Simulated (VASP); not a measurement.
# Al (Im-3m) in VASP: notebook

The runs below take Al through single point, relaxation of cell and atoms, with PBEsol.

All numbers are computed with VASP 6.6.1; they aren't measurements. Logs are shortened: lines on timing, memory, paths and dates and some standing lists are left out, and cuts for length are marked.

## (1) The cell of the first run

It takes space group Im-3m (No. 229, cubic). Conventional cell: a = 3.098 Å, b = 3.098 Å, c = 3.098 Å, α = 90.00°, β = 90.00°, γ = 90.00°. Al (site symmetry m-3m) has 14 Al at 2.68 to 3.10 Å within 3.5 Å.

## (2) Single point, PBEsol

Contents of INCAR:

```
  PREC = Accurate
  ENCUT = 520
  EDIFF = 1E-6
  ISMEAR = -1
  SIGMA = 0.05
  LREAL = False
  LASPH = True
  NELM = 80
  ALGO = Normal
  ISIF = 2
  LWAVE = False
  LCHARG = False
  GGA = PS
  NBANDS = 8
```

Contents of KPOINTS:

```
Automatic mesh
0
Gamma
  12 12 12
```

Contents of POSCAR:

```
Al
1.0
   -1.5490510248      1.5490510248      1.5490510248
    1.5490510248     -1.5490510248      1.5490510248
    1.5490510248      1.5490510248     -1.5490510248
Al
1
Direct
    0.0000000000      0.0000000000      0.0000000000
```

Potentials or basis: VASP PAW PBE potentials, release 64 (Al).

Run with:

```console
> cat potpaw_PBE.64/Al/POTCAR > POTCAR
> mpirun -np 1 vasp_std > vasp.out
```

OUTCAR:

```text
PREC = Accurate
   ENCUT = 520
   EDIFF = 1E-6
   ISMEAR = -1
   LREAL = False
   LASPH = True
   NELM = 80
   ISIF = 2
   GGA = PS

 ion  position               nearest neighbor table
   1  0.000  0.000  0.000-

  LATTYP: Found a body centered cubic cell.
 ALAT       =     3.0981020496

  Lattice vectors:

 A1 = (  -1.5490510248,   1.5490510248,   1.5490510248)
 A2 = (   1.5490510248,  -1.5490510248,   1.5490510248)
 A3 = (   1.5490510248,   1.5490510248,  -1.5490510248)

Analysis of symmetry for initial positions (statically):
=====================================================================
 Subroutine PRICEL returns:
 Original cell was already a primitive cell.

 Routine SETGRP: Setting up the symmetry group for a
 body centered cubic supercell.

 Subroutine GETGRP returns: Found 48 space group operations
[... 9 lines left out ...]

 Routine SETGRP: Setting up the symmetry group for a
 body centered cubic supercell.

 Subroutine GETGRP returns: Found 48 space group operations
[... 11 lines left out ...]
                                     Primitive cell

  volume of cell :      14.8682

  direct lattice vectors                    reciprocal lattice vectors
    -1.549051025  1.549051025  1.549051025     0.000000000  0.322778264  0.322778264
     1.549051025 -1.549051025  1.549051025     0.322778264  0.000000000  0.322778264
     1.549051025  1.549051025 -1.549051025     0.322778264  0.322778264  0.000000000

  length of vectors
     2.683035078  2.683035078  2.683035078     0.456477398  0.456477398  0.456477398

  position of ions in fractional coordinates (direct lattice)
     0.000000000  0.000000000  0.000000000

  ion indices of the primitive-cell ions
   primitive index   ion index
                 1           1

----------------------------------------------------------------------------------------

 KPOINTS: Automatic mesh

Automatic generation of k-mesh.
 Grid dimensions read from file:
 generate k-points for:   12   12   12

 Generating k-lattice:

  Cartesian coordinates                     Fractional coordinates (reciprocal lattice)
     0.000000000  0.026898189  0.026898189     0.083333333  0.000000000  0.000000000
     0.026898189  0.000000000  0.026898189     0.000000000  0.083333333  0.000000000
     0.026898189  0.026898189  0.000000000     0.000000000  0.000000000  0.083333333

  Length of vectors
     0.038039783  0.038039783  0.038039783

  Shift w.r.t. Gamma in fractional coordinates (k-lattice)
     0.000000000  0.000000000  0.000000000

 Subroutine IBZKPT returns following result:
 ===========================================

 Found     72 irreducible k-points:

 Following reciprocal coordinates:
            Coordinates               Weight
  0.000000  0.000000  0.000000      1.000000
  0.083333  0.000000  0.000000     12.000000
  0.166667  0.000000  0.000000     12.000000
  0.250000  0.000000  0.000000     12.000000
  0.333333  0.000000  0.000000     12.000000
  0.416667  0.000000  0.000000     12.000000
[... 16 lines left out ...]
  0.333333  0.083333  0.083333     24.000000
  0.416667  0.083333  0.083333     12.000000
 [... further k-points ...]
   k-points           NKPTS =     72   k-points in BZ     NKDIM =     72   number of bands    NBANDS=      8
   number of dos      NEDOS =    301   number of ions     NIONS =      1
   total plane-waves  NPLWV =   8000
   dimension x,y,z NGX =    20 NGY =   20 NGZ =   20
   dimension x,y,z NGXF=    40 NGYF=   40 NGZF=   40
   ions per type =               1
   NGX,Y,Z   is equivalent  to a cutoff of  12.39, 12.39, 12.39 a.u.
   NGXF,Y,Z  is equivalent  to a cutoff of  24.78, 24.78, 24.78 a.u.
 SYSTEM =  unknown system
   PREC   = accura    normal or accurate (medium, high low for compatibility)
   ISTART =      0    job   : 0-new  1-cont  2-samecut
   ICHARG =      2    charge: 1-file 2-atom 10-const
   ISPIN  =      1    spin polarized calculation?
   LNONCOLLINEAR =      F non collinear calculations
   LSORBIT =      F    spin-orbit coupling
   LASPH  =      T    aspherical Exc in radial PAW
   ENCUT  =  520.0 eV  38.22 Ry    6.18 a.u.   4.99  4.99  4.99*2*pi/ulx,y,z
   NELM   =     80;   NELMIN=  2; NELMDL= -5     # of ELM steps
   EDIFF  = 0.1E-05   stopping-criterion for ELM
   LREAL  =      F    real-space projection
   EDIFFG = 0.1E-04   stopping-criterion for IOM
   NSW    =      0    number of steps for IOM
   IBRION =     -1    ionic relax: 0-MD 1-quasi-New 2-CG
   NFREE  =      0    steps in history (QN), initial steepest desc. (CG)
   ISIF   =      2    stress and relaxation
   ISYM   =      2    0-nonsym 1-usesym 2-fastsym
   POTIM  = 0.5000    time-step for ionic-motion
   TEBEG  =    0.0;   TEEND  =   0.0 temperature during run
   PSTRESS=    0.0 pullay stress
   NELECT =       3.0000    total number of electrons
   NUPDOWN=      -1.0000    fix difference up-down
   EMIN   =  10.00;   EMAX   =-10.00  energy-range for DOS
[... 5 lines left out ...]
     AMIX     =   0.40;   BMIX     =  1.00
     AMIX_MAG =   1.60;   BMIX_MAG =  1.00
  volume/ion in A,a.u.               =      14.87       100.34
  Fermi-wavevector in a.u.,A,eV,Ry     =   0.960203  1.814520 12.544421  0.921989
  Thomas-Fermi vector in A             =   2.089466
   LORBIT       =      0    0 simple, 1 ext, 2 COOP (PROOUT), +10 PAW based schemes
   GGA     = PS    functional components
   LHFCALC =     F    Hartree Fock is set to
   AEXX    =    0.0000 exact exchange contribution
   IVDW    =     0    specifies the selected vdW correction
   LEPSILON=     F    determine dielectric tensor
   LRPA    =     F    only Hartree local field effects (RPA)
 non-spin polarized calculation
  energy-cutoff  :      520.00
  volume of cell :       14.87
 maximum number of plane-waves:       420
   NGX =  9   NGY =  9   NGZ =  9

 number of electron       3.0000000 magnetization

 Free energy of the ion-electron system (eV)
  ---------------------------------------------------
  ext. energy  EPLUGINS =         0.00000000
  ---------------------------------------------------
  free energy    TOTEN  =        -3.94065883 eV

  energy without entropy =       -3.93655234  energy(sigma->0) =       -3.93860558

 E-fermi :   9.0832     XC(G=0): -10.6471

 val. band max:        8.9794519135   @ k =   0.2500   0.2500   0.1667
 cond. band min:       9.0970157236   @ k =  -0.3333   0.5000   0.1667
 fundamental gap:      0.1175638102
 Fermi energy:         9.0832412289

 k-point     1 :       0.0000    0.0000    0.0000
  band No.  band energies     occupation
      1      -2.7861      2.00000
      2      22.9714      0.00000
      3      22.9714      0.00000
      4      22.9714      0.00000
      5      25.3629      0.00000
      6      25.3629      0.00000
      7      25.3629      0.00000
      8      26.1990      0.00000

 k-point     2 :       0.0833    0.0000    0.0000
  band No.  band energies     occupation
      1      -2.5722      2.00000
      2      20.8466      0.00000
      3      21.9793      0.00000
      4      22.1537      0.00000
      5      24.2122      0.00000
      6      24.9437      0.00000
      7      25.9097      0.00000
      8      26.5806      0.00000

 k-point     3 :       0.1667    0.0000    0.0000
  band No.  band energies     occupation
      1      -1.9324      2.00000
      2      17.2268      0.00000
      3      20.6207      0.00000
      4      20.7000      0.00000
      5      22.6945      0.00000
      6      23.8674      0.00000
      7      26.7854      0.00000
      8      27.1178      0.00000

 k-point     4 :       0.2500    0.0000    0.0000
  band No.  band energies     occupation
      1      -0.8734      2.00000
      2      13.6511      0.00000
      3      19.3830      0.00000
      4      19.5107      0.00000
      5      21.4412      0.00000
      6      22.8991      0.00000
      7      27.9161      0.00000
      8      27.9769      0.00000

 k-point     5 :       0.3333    0.0000    0.0000
  band No.  band energies     occupation
      1       0.5941      2.00000
      2      10.3503      0.00000
      3      18.3950      0.00000
      4      18.7113      0.00000
      5      20.5315      0.00000
      6      22.1078      0.00000
      7      28.9833      0.00000
      8      29.5102      0.00000

 k-point     6 :       0.4167    0.0000    0.0000
  band No.  band energies     occupation
      1       2.4513      2.00000
      2       7.3866      2.00000
      3      17.7902      0.00000
      4      18.2316      0.00000
      5      19.9830      0.00000
      6      21.5928      0.00000
      7      30.2030      0.00000
      8      31.3099      0.00000

 k-point     7 :       0.5000    0.0000    0.0000
  band No.  band energies     occupation
      1       4.3672      2.00000
      2       5.1010      2.00000
      3      17.5870      0.00000
      4      18.0718      0.00000
      5      19.7999      0.00000
      6      21.4147      0.00000
      7      30.9434      0.00000
      8      32.6048      0.00000
[... 133 lines left out ...]
 k-point    20 :       0.0833    0.0833    0.0833
  band No.  band energies     occupation
      1      -1.5078      2.00000
      2      17.3230      0.00000
      3      17.3230      0.00000
      4      18.3151      0.00000
      5      25.9057      0.00000
      6      25.9057      0.00000
      7      26.7445      0.00000
      8      26.7445      0.00000

 k-point    21 :       0.1667    0.0833    0.0833
  band No.  band energies     occupation
      1      -0.4523      2.00000
      2      13.9644      0.00000
      3      15.9646      0.00000
      4      16.9571      0.00000
      5      25.3870      0.00000
      6      25.7746      0.00000
      7      27.9829      0.00000
      8      28.0185      0.00000

 k-point    22 :       0.2500    0.0833    0.0833
  band No.  band energies     occupation
      1       1.0100      2.00000
      2      10.7139      0.00000
      3      14.9803      0.00000
      4      16.0536      0.00000
      5      24.6138      0.00000
      6      25.1991      0.00000
      7      29.2273      0.00000
      8      29.6878      0.00000

 k-point    23 :       0.3333    0.0833    0.0833
  band No.  band energies     occupation
      1       2.8597      2.00000
      2       7.7747      2.00000
      3      14.3863      0.00000
      4      15.5085      0.00000
      5      24.0989      0.00000
      6      24.7907      0.00000
      7      30.4743      0.00000
      8      31.5542      0.00000

 k-point    24 :       0.4167    0.0833    0.0833
  band No.  band energies     occupation
      1       4.7593      2.00000
      2       5.5103      2.00000
      3      14.1879      0.00000
      4      15.3258      0.00000
      5      23.9221      0.00000
      6      24.6465      0.00000
      7      31.2053      0.00000
      8      32.8607      0.00000

 [... further k-points ...]
[... 5 lines left out ...]
  --------------------------------------------------------------------------------------
  -------------------------------------------------------------------------------------
  Total        0.9375568      0.9375568      0.9375568      0.0000000      0.0000000     -0.0000000
  in kB      101.0301485    101.0301485    101.0301485      0.0000000      0.0000000     -0.0000000
  external PRESSURE =     101.0301485 kB  Pullay stress =       0.0000000 kB

 VOLUME and BASIS-vectors are now :
 -----------------------------------------------------------------------------
  energy-cutoff  :      520.00
  volume of cell :       14.87
      direct lattice vectors                 reciprocal lattice vectors
    -1.549051025  1.549051025  1.549051025     0.000000000  0.322778264  0.322778264
     1.549051025 -1.549051025  1.549051025     0.322778264  0.000000000  0.322778264
     1.549051025  1.549051025 -1.549051025     0.322778264  0.322778264  0.000000000

 POSITION                                       TOTAL-FORCE (eV/Angst)
 -----------------------------------------------------------------------------------
      0.00000      0.00000      0.00000        -0.000000      0.000000      0.000000
 -----------------------------------------------------------------------------------
    total drift:                                0.000000      0.000000     -0.000000

  FREE ENERGIE OF THE ION-ELECTRON SYSTEM (eV)
  ---------------------------------------------------
  free  energy   TOTEN  =        -3.9406588250 eV

  energy  without entropy=       -3.9365523430  energy(sigma->0) =       -3.93860558
```

Wall time 2.9 s (1 thread of Intel Xeon 6975P-C, shared host); peak memory 0.12 GiB.

Results:

```
Free energy : -3.9407 eV
Pressure    : 10.1 GPa
```

Levels at points of the mesh, in eV from the Fermi level:
```tsv
k point	band 1	band 2	band 3	band 4	band 5	band 6
(0.00, 0.00, 0.00)	-11.87	13.89	13.89	13.89	16.28	16.28
(0.50, 0.00, 0.00)	-4.72	-3.98	8.50	8.99	10.72	12.33
(0.50, 0.50, 0.50)	2.06	2.06	2.06	2.80	2.80	6.89
```

Caveat: the PAW data sets were made with another functional, which shifts forces and pressure a little.

## (3) Single point, PBEsol

This run uses another cell than the first one, of 16.59 Å³/atom, 1.116 times its volume.

Contents of INCAR:

```
ALGO = Normal ; EDIFF = 1E-6
ENCUT = 520 ; GGA = PS
ISIF = 2 ; ISMEAR = -1
LASPH = True ; LCHARG = True
LELF = True ; LREAL = False
LVHAR = True ; LWAVE = False
NBANDS = 8 ; NELM = 100
PREC = Accurate ; SIGMA = 0.05
```

Contents of KPOINTS:

```
k-points
0
Gamma
  12 12 12
```

Contents of POSCAR:

```
Al
1.0
   -1.6067814739      1.6067814739      1.6067814739
    1.6067814739     -1.6067814739      1.6067814739
    1.6067814739      1.6067814739     -1.6067814739
Al
1
Direct
    0.0000000000      0.0000000000      0.0000000000
```

Potentials or basis: VASP PAW PBE potentials, release 64 (Al).

Run with:

```console
> cat potpaw_PBE.64/Al/POTCAR > POTCAR
> mpirun -np 1 vasp_std > vasp.out
```

Wall time 3.6 s (1 thread of Intel Xeon 6975P-C, shared host); peak memory 0.13 GiB.

The run converged. Its results:

```
Free energy : -3.9904 eV
Pressure    : 0.0 GPa
```

Levels at points of the mesh, in eV from the Fermi level:
| k point | band 1 | band 2 | band 3 | band 4 | band 5 | band 6 |
| --- | --- | --- | --- | --- | --- | --- |
| (0.00, 0.00, 0.00) | -11.06 | 13.24 | 13.24 | 13.24 | 14.62 | 14.62 |
| (0.50, 0.00, 0.00) | -4.27 | -3.82 | 8.14 | 8.27 | 9.95 | 11.39 |
| (0.50, 0.50, 0.50) | 1.89 | 1.89 | 1.89 | 3.01 | 3.01 | 5.55 |

Caveat: the PAW data sets were made with another functional, which shifts forces and pressure a little.

## (4) Relaxation of cell and atoms, PBEsol

This run uses another cell than the first one, of 16.12 Å³/atom, 1.084 times its volume.

Contents of INCAR:

```
PREC = Accurate ; ENCUT = 600
EDIFF = 1E-7 ; ISMEAR = -1
SIGMA = 0.05 ; LREAL = False
LASPH = True ; NELM = 80
ALGO = Normal ; ISIF = 3
LWAVE = False ; LCHARG = False
GGA = PS ; IBRION = 2
NSW = 80 ; EDIFFG = -0.02
```

Contents of KPOINTS:

```
regular mesh
0
Gamma
  12 12 12
```

Contents of POSCAR:

```
Al
1.0
   -1.5912186900      1.5912186900      1.5912186900
    1.5912186900     -1.5912186900      1.5912186900
    1.5912186900      1.5912186900     -1.5912186900
Al
1
Direct
    0.0000000000      0.0000000000      0.0000000000
```

Run with:

```console
> cat potpaw_PBE.64/Al/POTCAR > POTCAR
> mpirun -np 1 vasp_std > vasp.out
```

Run time: 5.2 s. Hardware: 1 thread of Intel Xeon 6975P-C, shared host; peak memory 0.14 GiB.

Results (log left out):

| Item | Value |
| --- | --- |
| Free energy | -3.9905 eV |
| Relaxed volume | 16.60 Å³/atom |
| Relaxed cell | a = 2.784 Å, b = 2.784 Å, c = 2.784 Å, α = 109.47°, β = 109.47°, γ = 109.47° |
| Space group after relaxing (to 0.05 Å) | Im-3m (No. 229) |
| Energy gained by relaxing | 3.4 meV/atom |
| Ionic steps | 3 |
| Pressure after relaxing | 0.0 GPa |

Step by step:
```
step  energy change (eV)  largest force (eV/Å)  pressure (GPa)  volume (Å³)
   1              0.0000                0.0000            2.32        16.12
   2             -0.0034                0.0000           -0.27        16.67
   3             -0.0034                0.0000            0.00        16.60
```

Final structure:
```xyz
1
Lattice="-1.6071 1.6071 1.6071 1.6071 -1.6071 1.6071 1.6071 1.6071 -1.6071" Properties=species:S:1:pos:R:3 pbc="T T T"
Al    0.0000    0.0000    0.0000
```

Levels at points of the mesh, in eV from the Fermi level:
| k point | band 1 | band 2 | band 3 | band 4 |
| --- | --- | --- | --- | --- |
| (0.00, 0.00, 0.00) | -11.05 | 13.23 | 13.23 | 13.23 |
| (0.50, 0.00, 0.00) | -4.27 | -3.82 | 8.14 | 8.27 |
| (0.50, 0.50, 0.50) | 1.88 | 1.88 | 1.88 | 3.01 |

Caveat: the PAW data sets were made with another functional, which shifts forces and pressure a little.

## (5) Relaxation of cell and atoms, PBEsol, target pressure 5 GPa, at which the enthalpy is minimised

This run uses another cell than the first one, of 16.12 Å³/atom, 1.084 times its volume.

Contents of INCAR:

```
PREC = Accurate
ENCUT = 600
EDIFF = 1E-7
ISMEAR = -1
SIGMA = 0.05
LREAL = False
LASPH = True
NELM = 80
ALGO = Normal
ISIF = 3
LWAVE = False
LCHARG = False
GGA = PS
IBRION = 2
NSW = 80
EDIFFG = -0.02
PSTRESS = 50.0
```

Contents of KPOINTS:

```
Automatic mesh
0
Gamma
  12 12 12
```

POSCAR is that of step 4.

Run with:

```console
> cat potpaw_PBE.64/Al/POTCAR > POTCAR
> mpirun -np 1 vasp_std > vasp.out
```

It took 5.7 s on 1 thread of Intel Xeon 6975P-C, shared host; peak memory 0.14 GiB.

The run converged. Its results:

```
Free energy                                            : -3.9759 eV
Relaxed volume                                         : 15.63 Å³/atom
Relaxed cell                                           : a = 2.728 Å, b = 2.728 Å, c = 2.728 Å, α = 109.47°, β = 109.47°, γ = 109.47°
Space group after relaxing (to 0.05 Å)                 : Im-3m (No. 229)
Energy change on relaxing (the enthalpy is what falls) : +11.1 meV/atom
Ionic steps                                            : 3
Pressure after relaxing                                : 5.0 GPa
```

Step by step:
| step | energy change (eV) | largest force (eV/Å) | pressure (GPa) | volume (Å³) |
| --- | --- | --- | --- | --- |
| 1 | 0.0000 | 0.0000 | 2.32 | 16.12 |
| 2 | 0.0155 | 0.0000 | 5.79 | 15.49 |
| 3 | 0.0111 | 0.0000 | 5.00 | 15.63 |

Final structure:
```
Al
1.0
    -1.57492    1.57492    1.57492
     1.57492   -1.57492    1.57492
     1.57492    1.57492   -1.57492
Al
1
Direct
  0.00000 0.00000 0.00000
```

Levels at points of the mesh, in eV from the Fermi level:
```csv
k point,band 1,band 2,band 3,band 4
"(0.00, 0.00, 0.00)",-11.50,13.58,13.58,13.58
"(0.50, 0.00, 0.00)",-4.52,-3.91,8.39,8.59
"(0.50, 0.50, 0.50)",1.97,1.97,1.97,2.89
```

Caveat: the cell is relaxed towards a set pressure, so the enthalpy falls and the energy may rise; the PAW data sets were made with another functional, which shifts forces and pressure a little.

(Part 1 of 2 ends here.)
